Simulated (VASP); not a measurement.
# TiB2 (P6/mmm) in VASP: a series of runs

Aim: see how the results for TiB2 move with the level of theory and the settings. Levels: r2SCAN, LDA, PBEsol. Tasks: relaxation of the atoms, single point.

Everything below comes from runs of VASP 6.6.1. Logs are shortened: lines on timing, memory, paths and dates and some standing lists are left out, and cuts for length are marked.

## Step 1: The cell of the first run

Symmetry: P6/mmm, No. 191, hexagonal system. Conventional cell: a = 3.045 Å, b = 3.045 Å, c = 3.246 Å, α = 90.00°, β = 90.00°, γ = 120.00°. Ti (site symmetry 6/mmm) has 12 B at 2.39 Å and 8 Ti at 3.04 to 3.25 Å within 3.3 Å. B (site symmetry -6m2) has 3 B at 1.76 Å within 2.3 Å.

## Step 2: Relaxation of the atoms, r2SCAN

The input, POSCAR:

```
TiB2
1.0
    3.0449328300      0.0000000000      0.0000000000
   -1.5224664100      2.6369891800      0.0000000000
    0.0000000000      0.0000000000      3.2456982000
Ti B
1 2
Direct
    0.0000000000      0.0000000000      0.0000000000
    0.3333333300      0.6666666700      0.5000000000
    0.6666666700      0.3333333300      0.5000000000
```

The input, INCAR.step1:

```
SYSTEM = TiB2
PREC = Accurate
ENCUT = 500
ISMEAR = -1
SIGMA = 0.1
LREAL = .FALSE.
LASPH = .TRUE.
NELM = 120
GGA = PE
ALGO = Normal
EDIFF = 1E-5
LWAVE = .TRUE.
LCHARG = .FALSE.
GGA_COMPAT = .FALSE.
IBRION = 2
EDIFFG = -0.01
NELMIN = 4
NSW = 100
```

The input, INCAR.step2:

```
SYSTEM = TiB2
PREC = Accurate
ENCUT = 500
EDIFF = 1E-7
ISMEAR = -1
SIGMA = 0.1
LREAL = .FALSE.
LASPH = .TRUE.
NELM = 120
ALGO = Normal
ISIF = 2
LWAVE = .FALSE.
LCHARG = .FALSE.
METAGGA = R2SCAN
LMIXTAU = .TRUE.
IBRION = 2
NSW = 50
EDIFFG = -0.01
ISTART = 1
GGA_COMPAT = .FALSE.
NELMIN = 4
```

The input, KPOINTS:

```
regular mesh
0
G
  13 13 10
  0 0 0
```

Potentials or basis: VASP PAW PBE potentials, release 64 (Ti_sv, B).

On the command line:

```console
cat potpaw_PBE.64/Ti_sv/POTCAR potpaw_PBE.64/B/POTCAR > POTCAR
cp INCAR.step1 INCAR
mpirun -np 1 vasp_std > vasp.out
cp INCAR.step2 INCAR
mpirun -np 1 vasp_std > vasp.out
```

OUTCAR:

```text
SYSTEM = TiB2
   PREC = Accurate
   ENCUT = 500
   EDIFF = 1E-7
   ISMEAR = -1
   LREAL = .FALSE.
   LASPH = .TRUE.
   NELM = 120
   ISIF = 2
   METAGGA = R2SCAN
   IBRION = 2
   NSW = 50
   EDIFFG = -0.01
   ISTART = 1
   NELMIN = 4

 ion  position               nearest neighbor table
   1  0.000  0.000  0.000-   2 2.39   3 2.39   2 2.39   3 2.39   2 2.39   2 2.39   3 2.39   3 2.39
                             3 2.39   3 2.39   2 2.39   2 2.39
   2  0.333  0.667  0.500-   3 1.76   3 1.76   3 1.76   1 2.39   1 2.39   1 2.39   1 2.39   1 2.39
                             1 2.39
   3  0.667  0.333  0.500-   2 1.76   2 1.76   2 1.76   1 2.39   1 2.39   1 2.39   1 2.39   1 2.39
                             1 2.39

  LATTYP: Found a hexagonal cell.
 ALAT       =     3.0449328300
 C/A-ratio  =     1.0659342525

  Lattice vectors:

 A1 = (   3.0449328300,   0.0000000000,   0.0000000000)
 A2 = (  -1.5224664100,   2.6369891800,   0.0000000000)
 A3 = (   0.0000000000,   0.0000000000,   3.2456982000)

Analysis of symmetry for initial positions (statically):
=====================================================================
 Subroutine PRICEL returns:
 Original cell was already a primitive cell.

 Routine SETGRP: Setting up the symmetry group for a
 hexagonal supercell.

 Subroutine GETGRP returns: Found 24 space group operations
 (whereof 24 operations were pure point group operations)
 out of a pool of 24 trial point group operations.

The static configuration has the point symmetry D_6h.

Analysis of symmetry for dynamics (positions and initial velocities):
=====================================================================
 Subroutine PRICEL returns:
 Original cell was already a primitive cell.

 Routine SETGRP: Setting up the symmetry group for a
 hexagonal supercell.

 Subroutine GETGRP returns: Found 24 space group operations
 (whereof 24 operations were pure point group operations)
 out of a pool of 24 trial point group operations.

The dynamic configuration has the point symmetry D_6h.

 Subroutine INISYM returns: Found 24 space group operations
 (whereof 24 operations are pure point group operations),
 and found     1 'primitive' translations

----------------------------------------------------------------------------------------

                                     Primitive cell

  volume of cell :      26.0612

[... 101 lines left out ...]
   NELECT =      18.0000    total number of electrons
   NUPDOWN=      -1.0000    fix difference up-down
   EMIN   =  10.00;   EMAX   =-10.00  energy-range for DOS
   EFERMI =   0.00;   METHOD = LEGACY
   ISMEAR =    -1;   SIGMA  =   0.10  broadening in eV -4-tet -1-fermi 0-gaus
   EFERMI_NEDOS =   21; number of points for ismear=-14 and -15
   IALGO  =     38    algorithm
   IMIX   =      4    mixing-type and parameters
     AMIX     =   0.40;   BMIX     =  1.00
     AMIX_MAG =   1.60;   BMIX_MAG =  1.00
  volume/ion in A,a.u.               =       8.69        58.62
  Fermi-wavevector in a.u.,A,eV,Ry     =   1.447108  2.734638 28.492252  2.094121
  Thomas-Fermi vector in A             =   2.565100
   LORBIT       =      0    0 simple, 1 ext, 2 COOP (PROOUT), +10 PAW based schemes
   METAGGA = R2SCAN    functional components
   LHFCALC =     F    Hartree Fock is set to
   AEXX    =    0.0000 exact exchange contribution
   IVDW    =     0    specifies the selected vdW correction
   LEPSILON=     F    determine dielectric tensor
   LRPA    =     F    only Hartree local field effects (RPA)
 conjugate gradient relaxation of ions
 non-spin polarized calculation
  energy-cutoff  :      500.00
  volume of cell :       26.06
 maximum number of plane-waves:       678
 NGX is ok and might be reduce to    24
   NGX = 11   NGY = 11   NGZ = 11

 number of electron      18.0000002 magnetization

 Free energy of the ion-electron system (eV)
  ---------------------------------------------------
  ext. energy  EPLUGINS =         0.00000000
  ---------------------------------------------------
  free energy    TOTEN  =       -30.97190633 eV

  energy without entropy =      -30.95980491  energy(sigma->0) =      -30.96585562

 E-fermi :   9.9870     XC(G=0): -13.6580

 val. band max:        9.9570272625   @ k =   0.2308   0.2308   0.0000
 cond. band min:      10.0164903859   @ k =   0.0769   0.0000   0.4000
 fundamental gap:      0.0594631233
 Fermi energy:         9.9869741577

 k-point     1 :       0.0000    0.0000    0.0000
  band No.  band energies     occupation
      1     -49.4638      2.00000
      2     -24.7742      2.00000
      3     -24.4568      2.00000
      4     -24.4568      2.00000
      5      -4.4188      2.00000
      6       7.2387      2.00000
      7       7.2387      2.00000
      8       7.3765      2.00000
      9       7.8238      2.00000
     10      11.9120      0.00000
     11      11.9120      0.00000
     12      13.7494      0.00000
     13      13.7494      0.00000
[... 354 lines left out ...]
  band No.  band energies     occupation
      1     -49.4510      2.00000
      2     -24.7776      2.00000
      3     -24.5434      2.00000
      4     -24.4751      2.00000
      5      -3.8256      2.00000
      6       5.9737      2.00000
      7       6.2893      2.00000
      8       7.1518      2.00000
      9       8.6227      2.00000
     10      11.4014      0.00000
     11      11.8954      0.00000
     12      13.0761      0.00000
     13      13.0880      0.00000

 [... further k-points ...]

------------------------ aborting loop because EDIFF is reached ----------------------------------------

  FORCE on cell =-STRESS in cart. coord.  units (eV):
  Direction    XX          YY          ZZ          XY          YZ          ZX
  --------------------------------------------------------------------------------------
  -------------------------------------------------------------------------------------
  Total       -0.7634303     -0.7634303     -0.5853622     -0.0000000     -0.0000000     -0.0000000
  in kB      -46.9338045    -46.9338044    -35.9866205     -0.0000001     -0.0000000     -0.0000000
  external PRESSURE =     -43.2847431 kB  Pullay stress =       0.0000000 kB

 VOLUME and BASIS-vectors are now :
 -----------------------------------------------------------------------------
  energy-cutoff  :      500.00
  volume of cell :       26.06
      direct lattice vectors                 reciprocal lattice vectors
     3.044932830  0.000000000  0.000000000     0.328414469  0.189610182  0.000000000
    -1.522466410  2.636989180  0.000000000     0.000000000  0.379220365  0.000000000
     0.000000000  0.000000000  3.245698200     0.000000000  0.000000000  0.308100118

 POSITION                                       TOTAL-FORCE (eV/Angst)
 -----------------------------------------------------------------------------------
      0.00000      0.00000      0.00000         0.000000      0.000000      0.000000
     -0.00000      1.75799      1.62285        -0.000000      0.000000      0.000000
      1.52247      0.87900      1.62285         0.000000     -0.000000     -0.000000
 -----------------------------------------------------------------------------------
    total drift:                                0.000000     -0.000000     -0.000000

  FREE ENERGIE OF THE ION-ELECTRON SYSTEM (eV)
  ---------------------------------------------------
  free  energy   TOTEN  =       -30.9719063323 eV

  energy  without entropy=      -30.9598049137  energy(sigma->0) =      -30.96585562

 reached required accuracy - stopping structural energy minimisation
```

OUTCAR.step1:

```text
SYSTEM = TiB2
   PREC = Accurate
   ENCUT = 500
   ISMEAR = -1
   LREAL = .FALSE.
   LASPH = .TRUE.
   NELM = 120
   GGA = PE
   EDIFF = 1E-5
   IBRION = 2
[... 614 lines left out ...]
     -0.00000      1.75799      1.62285         0.000000     -0.000000     -0.000000
      1.52247      0.87900      1.62285         0.000000      0.000000      0.000000
 -----------------------------------------------------------------------------------
    total drift:                                0.000000     -0.000000     -0.000000

  FREE ENERGIE OF THE ION-ELECTRON SYSTEM (eV)
  ---------------------------------------------------
  free  energy   TOTEN  =       -24.4315933824 eV

  energy  without entropy=      -24.4187630960  energy(sigma->0) =      -24.42517824

 reached required accuracy - stopping structural energy minimisation
```

Wall time 65 s (1 thread of Intel Xeon 6975P-C (Granite Rapids), shared host); peak memory 0.18 GiB.

What came out:

* Free energy: -30.9719 eV
* Pressure after relaxing: -4.3 GPa
* Band gap on the k mesh: zero (bands 9 and 10 overlap by 0.54 eV)

Final structure:
```xyz
3
Lattice="3.0449 0.0000 0.0000 -1.5225 2.6370 0.0000 0.0000 0.0000 3.2457" Properties=species:S:1:pos:R:3 pbc="T T T"
Ti    0.0000    0.0000    0.0000
B     0.0000    1.7580    1.6228
B     1.5225    0.8790    1.6228
```

Levels at points of the mesh, in eV from the Fermi level:
| k point | band 6 | band 7 | band 8 | band 9 | band 10 | band 11 | band 12 | band 13 |
| --- | --- | --- | --- | --- | --- | --- | --- | --- |
| (0.00, 0.00, 0.00) | -2.75 | -2.75 | -2.61 | -2.16 | 1.93 | 1.93 | 3.76 | 3.76 |
| (0.00, 0.00, 0.50) | -8.08 | -0.64 | -0.64 | -0.22 | -0.22 | 0.45 | 0.45 | 1.71 |

Caveat: the relaxation stopped at its first step, so nothing moved; the PAW data sets were made with another functional, which shifts forces and pressure a little.

(Continued in part 2 of 2.)
